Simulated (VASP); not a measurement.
Here is a VASP 6.6.1 calculation.

File POSCAR:

```
RuSe
1.0
    0.0000000000      2.7140846829      2.7140846829
    2.7140846829      0.0000000000      2.7140846829
    2.7140846829      2.7140846829      0.0000000000
Ru Se
1 1
Direct
    0.0000000000      0.0000000000      0.0000000000
    0.2500000000      0.2500000000      0.2500000000
```

The input INCAR.step1:

```
SYSTEM = RuSe
  PREC = Accurate
  ENCUT = 520
  ISMEAR = 0
  SIGMA = 0.05
  LREAL = .False.
  LASPH = .True.
  NELM = 100
  NBANDS = 17
  GGA = PE
  ALGO = Normal
  EDIFF = 1E-4
  LWAVE = .True.
  LCHARG = .False.
```

File INCAR.step2:

```
SYSTEM = RuSe
  PREC = Accurate
  ENCUT = 520
  EDIFF = 1E-6
  ISMEAR = 0
  SIGMA = 0.05
  LREAL = .False.
  LASPH = .True.
  NELM = 100
  ALGO = Normal
  ISIF = 2
  LWAVE = .False.
  LCHARG = .False.
  METAGGA = R2SCAN
  LMIXTAU = .True.
  NBANDS = 17
  ISTART = 1
```

KPOINTS

```
Automatic mesh
0
Gamma
  10 10 10
  0 0 0
```

Potentials or basis: VASP PAW PBE potentials, release 64 (Ru_pv, Se).

Command:

```sh
$ cat potpaw_PBE.64/Ru_pv/POTCAR potpaw_PBE.64/Se/POTCAR > POTCAR
$ cp INCAR.step1 INCAR
$ mpirun -np 1 vasp_std > vasp.out
$ cp INCAR.step2 INCAR
$ mpirun -np 1 vasp_std > vasp.out
```

**Question.** What does it give for the pressure?

**Answer.** 2.8 GPa.

**Question.** Estimate the band gap on the k mesh.

**Answer.** Zero (band 10 reaches 9.28 eV, above the bottom of band 11 at 6.33 eV).

Caveat: the PAW data sets were made with another functional, which shifts forces and pressure a little.
